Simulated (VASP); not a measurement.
# H2Ir12O in VASP: single point with PBE

Aim: the single point of H2Ir12O with PBE.

Program: VASP 6.6.1. These are calculated values, not measurements. Logs are shortened: lines on timing, memory, paths and dates and some standing lists are left out, and cuts for length are marked.

**1. The cell of the first run**

The cell holds a slab with vacuum, 15 atoms: a = 5.430 Å, b = 5.430 Å, c = 23.040 Å, α = 90.00°, β = 90.00°, γ = 120.00°.

**2. Single point, PBE**

INCAR reads:

```
PREC = Accurate
ENCUT = 520
EDIFF = 1E-6
ISMEAR = -1
SIGMA = 0.05
LREAL = Auto
LASPH = T
NELM = 80
ALGO = Normal
ISIF = 2
LWAVE = F
LCHARG = T
LDIPOL = T
IDIPOL = 3
DIPOL = 0.5 0.5 0.488
GGA = PE
LELF = T
LVHAR = T
LVACPOTAV = T
NBANDS = 71
LUSENCCL = F
```

KPOINTS reads:

```
Automatic mesh
0
Gamma
  6 6 1
```

POSCAR reads:

```
H2Ir12O
1.0
    5.4297315514      0.0000000000      0.0000000000
   -2.7148657757      4.7022854592      0.0000000000
    0.0000000000      0.0000000000     23.0395572471
Ir O H
12 1 2
Direct
    0.3333333333      0.1666666667      0.3472288948
    0.3333333333      0.6666666667      0.3472288948
    0.8333333333      0.1666666667      0.3472288948
    0.8333333333      0.6666666667      0.3472288948
    0.6666666667      0.3333333333      0.4434407534
    0.6666666667      0.8333333333      0.4434407534
    0.1666666667      0.3333333333      0.4434407534
    0.1666666667      0.8333333333      0.4434407534
    0.0000000000      0.5000000000      0.5396526120
    0.0000000000      0.0000000000      0.5396526120
    0.5000000000      0.5000000000      0.5396526120
    0.5000000000      0.0000000000      0.5396526120
    0.1666666667      0.3333333333      0.6498977861
    0.0430191776      0.3681116308      0.6762090556
    0.2903141558      0.2985550359      0.6762090556
```

Potentials or basis: VASP PAW PBE potentials, release 64 (Ir, O, H).

On the command line:

```bash
> cat potpaw_PBE.64/Ir/POTCAR potpaw_PBE.64/O/POTCAR potpaw_PBE.64/H/POTCAR > POTCAR
> mpirun -np 1 vasp_std > vasp.out
```

OUTCAR:

```text
PREC = Accurate
   ENCUT = 520
   EDIFF = 1E-6
   ISMEAR = -1
   LREAL = Auto
   LASPH = T
   NELM = 80
   ISIF = 2
   GGA = PE

 ion  position               nearest neighbor table
   1  0.333  0.167  0.347-   2 2.71   4 2.71   2 2.71   4 2.71   3 2.71   3 2.71   7 2.71   8 2.71
                             5 2.71
   2  0.333  0.667  0.347-   1 2.71   3 2.71   1 2.71   3 2.71   4 2.71   4 2.71   8 2.71   7 2.71
                             6 2.71
   3  0.833  0.167  0.347-   2 2.71   4 2.71   4 2.71   2 2.71   1 2.71   1 2.71   5 2.71   6 2.71
                             7 2.71
   4  0.833  0.667  0.347-   1 2.71   3 2.71   3 2.71   1 2.71   2 2.71   2 2.71   6 2.71   5 2.71
                             8 2.71
   5  0.667  0.333  0.443-   6 2.71   8 2.71   6 2.71   8 2.71   7 2.71   7 2.71   3 2.71  12 2.71
                             9 2.71   4 2.71   1 2.71  11 2.71
   6  0.667  0.833  0.443-   5 2.71   7 2.71   5 2.71   7 2.71   8 2.71   8 2.71   4 2.71  11 2.71
                            10 2.71   3 2.71  12 2.71   2 2.71
   7  0.167  0.333  0.443-   6 2.71   8 2.71   8 2.71   6 2.71   5 2.71   5 2.71   1 2.71  10 2.71
                            11 2.71   2 2.71   9 2.71   3 2.71
   8  0.167  0.833  0.443-   5 2.71   7 2.71   7 2.71   5 2.71   6 2.71   6 2.71   2 2.71   9 2.71
                            12 2.71   1 2.71   4 2.71  10 2.71
   9  0.000  0.500  0.540-  10 2.71  12 2.71  10 2.71  12 2.71  11 2.71  11 2.71   8 2.71   5 2.71
                             7 2.71
  10  0.000  0.000  0.540-   9 2.71  11 2.71   9 2.71  11 2.71  12 2.71  12 2.71   7 2.71   6 2.71
                             8 2.71
  11  0.500  0.500  0.540-  10 2.71  12 2.71  12 2.71  10 2.71   9 2.71   9 2.71   6 2.71   7 2.71
                             5 2.71
  12  0.500  0.000  0.540-   9 2.71  11 2.71  11 2.71   9 2.71  10 2.71  10 2.71   5 2.71   8 2.71
                             6 2.71
  13  0.167  0.333  0.650-  15 0.99  14 0.99
  14  0.043  0.368  0.676-  13 0.99
  15  0.290  0.299  0.676-  13 0.99

  LATTYP: Found a hexagonal cell.
 ALAT       =     5.4297315514
 C/A-ratio  =     4.2432221610

  Lattice vectors:

 A1 = (   5.4297315514,   0.0000000000,   0.0000000000)
 A2 = (  -2.7148657757,   4.7022854592,   0.0000000000)
 A3 = (   0.0000000000,   0.0000000000,  23.0395572471)

Analysis of symmetry for initial positions (statically):
=====================================================================
 Subroutine PRICEL returns:
 Original cell was already a primitive cell.

 Routine SETGRP: Setting up the symmetry group for a
 hexagonal supercell.

 Subroutine GETGRP returns: Found  1 space group operations
 (whereof  1 operations were pure point group operations)
 out of a pool of 24 trial point group operations.

The static configuration has the point symmetry C_1 .

Analysis of symmetry for dynamics (positions and initial velocities):
=====================================================================
 Subroutine PRICEL returns:
 Original cell was already a primitive cell.

 Routine SETGRP: Setting up the symmetry group for a
 hexagonal supercell.

 Subroutine GETGRP returns: Found  1 space group operations
 (whereof  1 operations were pure point group operations)
 out of a pool of 24 trial point group operations.

The dynamic configuration has the point symmetry C_1 .

 Subroutine INISYM returns: Found  1 space group operations
 (whereof  1 operations are pure point group operations),
 and found     1 'primitive' translations

----------------------------------------------------------------------------------------

                                     Primitive cell

  volume of cell :     588.2494

  direct lattice vectors                    reciprocal lattice vectors
     5.429731551  0.000000000  0.000000000     0.184171168  0.106331273 -0.000000000
    -2.714865776  4.702285459  0.000000000     0.000000000  0.212662546  0.000000000
     0.000000000  0.000000000 23.039557247     0.000000000 -0.000000000  0.043403612

  length of vectors
     5.429731551  5.429731551 23.039557247     0.212662546  0.212662546  0.043403612

  position of ions in fractional coordinates (direct lattice)
     0.333333333  0.166666667  0.347228895
     0.333333333  0.666666667  0.347228895
     0.833333333  0.166666667  0.347228895
     0.833333333  0.666666667  0.347228895
     0.666666667  0.333333333  0.443440753
     0.666666667  0.833333333  0.443440753
     0.166666667  0.333333333  0.443440753
[... 47 lines left out ...]

 Subroutine IBZKPT returns following result:
 ===========================================

 Found     20 irreducible k-points:

 Following reciprocal coordinates:
            Coordinates               Weight
  0.000000  0.000000  0.000000      1.000000
  0.166667  0.000000  0.000000      2.000000
  0.000000  0.166667  0.000000      2.000000
 -0.166667  0.166667  0.000000      2.000000
  0.333333  0.000000  0.000000      2.000000
  0.000000  0.333333  0.000000      2.000000
[... 12 lines left out ...]
  0.500000 -0.166667  0.000000      2.000000
  0.333333  0.333333  0.000000      2.000000
   k-points           NKPTS =     20   k-points in BZ     NKDIM =     20   number of bands    NBANDS=     71
   number of dos      NEDOS =    301   number of ions     NIONS =     15
   total plane-waves  NPLWV = 288000
   dimension x,y,z NGX =    40 NGY =   40 NGZ =  180
   dimension x,y,z NGXF=    80 NGYF=   80 NGZF=  360
   ions per type =              12   1   2
   NGX,Y,Z   is equivalent  to a cutoff of  12.25, 12.25, 12.99 a.u.
   NGXF,Y,Z  is equivalent  to a cutoff of  24.49, 24.49, 25.98 a.u.
 SYSTEM =  unknown system
   PREC   = accura    normal or accurate (medium, high low for compatibility)
   ISTART =      0    job   : 0-new  1-cont  2-samecut
   ICHARG =      2    charge: 1-file 2-atom 10-const
   ISPIN  =      1    spin polarized calculation?
   LNONCOLLINEAR =      F non collinear calculations
   LSORBIT =      F    spin-orbit coupling
   LASPH  =      T    aspherical Exc in radial PAW
   ENCUT  =  520.0 eV  38.22 Ry    6.18 a.u.  10.10 10.10 42.84*2*pi/ulx,y,z
   NELM   =     80;   NELMIN=  2; NELMDL= -5     # of ELM steps
   EDIFF  = 0.1E-05   stopping-criterion for ELM
   LREAL  =      T    real-space projection
   EDIFFG = 0.1E-04   stopping-criterion for IOM
   NSW    =      0    number of steps for IOM
   IBRION =     -1    ionic relax: 0-MD 1-quasi-New 2-CG
   NFREE  =      0    steps in history (QN), initial steepest desc. (CG)
   ISIF   =      2    stress and relaxation
   ISYM   =      2    0-nonsym 1-usesym 2-fastsym
   POTIM  = 0.5000    time-step for ionic-motion
   TEBEG  =    0.0;   TEEND  =   0.0 temperature during run
   PSTRESS=    0.0 pullay stress
   NELECT =     116.0000    total number of electrons
   NUPDOWN=      -1.0000    fix difference up-down
   EMIN   =  10.00;   EMAX   =-10.00  energy-range for DOS
   EFERMI =   0.00;   METHOD = LEGACY
   ISMEAR =    -1;   SIGMA  =   0.05  broadening in eV -4-tet -1-fermi 0-gaus
   EFERMI_NEDOS =   21; number of points for ismear=-14 and -15
   IALGO  =     38    algorithm
   IMIX   =      4    mixing-type and parameters
     AMIX     =   0.40;   BMIX     =  1.00
     AMIX_MAG =   1.60;   BMIX_MAG =  1.00
  volume/ion in A,a.u.               =      39.22       264.65
  Fermi-wavevector in a.u.,A,eV,Ry     =   0.952885  1.800691 12.353943  0.907989
  Thomas-Fermi vector in A             =   2.081489
   LORBIT       =      0    0 simple, 1 ext, 2 COOP (PROOUT), +10 PAW based schemes
   GGA     = PE    functional components
   LHFCALC =     F    Hartree Fock is set to
   AEXX    =    0.0000 exact exchange contribution
   IVDW    =     0    specifies the selected vdW correction
   LEPSILON=     F    determine dielectric tensor
   LRPA    =     F    only Hartree local field effects (RPA)
 non-spin polarized calculation
  energy-cutoff  :      520.00
  volume of cell :      588.25
 maximum number of plane-waves:     15906
   NGX = 21   NGY = 21   NGZ = 85

 number of electron     116.0000002 magnetization

 dipolmoment           0.000000      0.000000     -0.360166 electrons x Angstroem

 Free energy of the ion-electron system (eV)
  ---------------------------------------------------
  ext. energy  EPLUGINS =         0.00000000
  ---------------------------------------------------
  free energy    TOTEN  =      -112.86168885 eV

  energy without entropy =     -112.72233159  energy(sigma->0) =     -112.79201022

 E-fermi :   0.1696     XC(G=0):  -5.3005

 val. band max:        0.1479755417   @ k =   0.3333   0.3333   0.0000
 cond. band min:       0.1944057976   @ k =  -0.3333   0.3333   0.0000
 fundamental gap:      0.0464302560
 Fermi energy:         0.1696385788

 k-point     1 :       0.0000    0.0000    0.0000
  band No.  band energies     occupation
      1     -21.4956      2.00000
      2      -9.9305      2.00000
      3      -9.2799      2.00000
      4      -7.9500      2.00000
      5      -7.5529      2.00000
      6      -7.2211      2.00000
[... 1449 lines left out ...]
     69       0.5844      0.00050
     70       0.6208      0.00024
 [bands above 70 left out]

------------------------ aborting loop because EDIFF is reached ----------------------------------------

  FORCE on cell =-STRESS in cart. coord.  units (eV):
  Direction    XX          YY          ZZ          XY          YZ          ZX
  --------------------------------------------------------------------------------------
  -------------------------------------------------------------------------------------
  Total       -8.0151569     -7.4812003     -5.2494827      0.1377995     -0.3662280      0.1558864
  in kB      -21.8303719    -20.3760683    -14.2976813      0.3753156     -0.9974718      0.4245779
  external PRESSURE =     -18.8347072 kB  Pullay stress =       0.0000000 kB

 VOLUME and BASIS-vectors are now :
 -----------------------------------------------------------------------------
  energy-cutoff  :      520.00
  volume of cell :      588.25
      direct lattice vectors                 reciprocal lattice vectors
     5.429731551  0.000000000  0.000000000     0.184171168  0.106331273 -0.000000000
    -2.714865776  4.702285459  0.000000000     0.000000000  0.212662546  0.000000000
     0.000000000  0.000000000 23.039557247     0.000000000 -0.000000000  0.043403612

 POSITION                                       TOTAL-FORCE (eV/Angst)
 -----------------------------------------------------------------------------------
      1.35743      0.78371      8.00000         0.030832     -0.007424      0.342727
     -0.00000      3.13486      8.00000        -0.006337      0.021759      0.344739
      4.07230      0.78371      8.00000        -0.030726     -0.000097      0.344011
      2.71487      3.13486      8.00000         0.004715     -0.009794      0.333156
      2.71487      1.56743     10.21668        -0.002855      0.017702      0.031439
      1.35743      3.91857     10.21668         0.005516      0.002252     -0.002789
      0.00000      1.56743     10.21668        -0.000780      0.001605     -0.072044
     -1.35743      3.91857     10.21668        -0.011509      0.002157      0.011106
     -1.35743      2.35114     12.43336        -0.134910      0.089835     -0.588868
      0.00000      0.00000     12.43336        -0.007831     -0.090257     -0.439238
      1.35743      2.35114     12.43336         0.105725      0.082168     -0.525576
      2.71487      0.00000     12.43336        -0.001433      0.004252     -0.327277
      0.00000      1.56743     14.97336         0.047904     -0.108371      1.415292
     -0.76579      1.73097     15.57956         0.394337     -0.083755     -0.430864
      0.76579      1.40389     15.57956        -0.392648      0.077967     -0.435814
 -----------------------------------------------------------------------------------
    total drift:                               -0.000236      0.000229     -0.001976

  FREE ENERGIE OF THE ION-ELECTRON SYSTEM (eV)
  ---------------------------------------------------
  free  energy   TOTEN  =      -112.8616888504 eV

  energy  without entropy=     -112.7223315888  energy(sigma->0) =     -112.79201022

 vacuum level on the upper side and lower side of the slab         2.995         5.548
```

Wall time 7.4 min (1 × NVIDIA H100 80GB with 1 thread of AMD EPYC 7R13 (Zen 3), shared host); peak memory 1.8 GiB.

What came out:

- Free energy: -112.8617 eV
- Largest force: 1.420 eV/Å
- Band gap on the k mesh: zero (band 58 reaches 0.84 eV, above the bottom of band 59 at -0.30 eV)

Forces in eV/Å, atoms in the order of the input:
```
Ir   0.031 -0.007  0.343
Ir  -0.006  0.022  0.345
Ir  -0.031  0.000  0.344
Ir   0.005 -0.010  0.333
Ir  -0.003  0.018  0.031
Ir   0.006  0.002 -0.003
Ir  -0.001  0.002 -0.072
Ir  -0.012  0.002  0.011
Ir  -0.135  0.090 -0.589
Ir  -0.008 -0.090 -0.439
Ir   0.106  0.082 -0.526
Ir  -0.001  0.004 -0.327
O    0.048 -0.108  1.415
H    0.394 -0.084 -0.431
H   -0.393  0.078 -0.436
```

Caveat: spin-orbit coupling is left out, which moves the levels of the heavy elements.
